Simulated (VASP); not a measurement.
Runs of VASP 6.6.1 on SiO2 (rutile type). The structure is that of space group P4_2/mnm (No. 136), or close to it. The cells are those of the table. 

```csv
task,cell,k mesh for the DOS,occupations for the DOS,gap on the mesh (eV),pressure (GPa),largest force (eV/Å)
single point,"a = 4.236, b = 4.236, c = 2.690 Å, 6 atoms",-,-,(a),0.1,(c)
single point,"a = 3.759, b = 3.759, c = 2.460 Å, 6 atoms",-,-,7.09,185.0,0.01
single point,"a = 3.897, b = 3.897, c = 2.543 Å, 6 atoms",-,-,6.98,100.4,0.01
single point,"a = 3.576, b = 3.576, c = 2.341 Å, 6 atoms",-,-,7.13,365.1,(b)
```

Alike in all rows: level PBE; potentials or basis VASP PAW PBE potentials, release 64 (Si, O); no spin polarisation; k mesh 7 × 7 × 10; cutoff (eV) 520; smearing fermi-dirac 0.1 eV.

Task: Estimate the missing entries.

Result: (a) 5.02; (b) 0.05; (c) 0.02.

A k mesh can miss the band edges.
